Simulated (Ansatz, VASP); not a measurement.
PbS: VASP beside Ansatz

The input INCAR:

```
SYSTEM = PbS
PREC = Accurate ; ENCUT = 520
EDIFF = 1E-6 ; ISMEAR = 0
SIGMA = 0.01 ; LREAL = .FALSE.
LASPH = .TRUE. ; NELM = 80
ALGO = Normal ; ISIF = 2
LWAVE = .FALSE. ; LCHARG = .FALSE.
GGA = CA ; NBANDS = 17
```

Contents of KPOINTS:

```
regular mesh
0
G
  6 6 6
  0 0 0
```

POSCAR

```
PbS
1.0
    0.0000000000      2.9657500000      2.9657500000
    2.9657500000      0.0000000000      2.9657500000
    2.9657500000      2.9657500000      0.0000000000
Pb S
1 1
Direct
    0.0000000000      0.0000000000      0.0000000000
    0.5000000000      0.5000000000      0.5000000000
```

Input for Ansatz:

```yaml
crystal:
  lattice:
    - [0.0, 2.96575, 2.96575]
    - [2.96575, 0.0, 2.96575]
    - [2.96575, 2.96575, 0.0]
  atoms:
    - { symbol: Pb, position: [0.0, 0.0, 0.0] }
    - { symbol: S, position: [0.5, 0.5, 0.5] }
kpoints:
  mp_grid:
    grid: [6, 6, 6]
    shift: [0.0, 0.0, 0.0]
hamiltonian:
  xc: lda
scf:
  occupations:
    method: fixed
output:
  stress: true
  eigenvalues: true
```

Alike in both runs: task single point; functional LDA; k mesh 6 × 6 × 6; no spin polarisation.

|  | VASP | Ansatz |
| --- | --- | --- |
| version | VASP 6.6.1 | Ansatz 0.2.0 |
| potentials or method | VASP PAW LDA potentials, release 64 (Pb_d, S) | plane waves, PAW |
| plane-wave cutoff (eV) | 520 | 420 |
| occupations | gaussian, width 0.01 eV | fixed |
| valence electrons in the cell | 20 | 20 |

```tsv
	VASP	Ansatz	Ansatz less VASP
gap on the k mesh at the Fermi level (eV)	0.21	0.23	+0.024
pressure (GPa)	-2.6	-2.6	-0.04
```

LDA's correlation is that of Perdew and Zunger in VASP and of Perdew and Wang (1992) in Ansatz.

Neither program's run includes spin-orbit coupling.
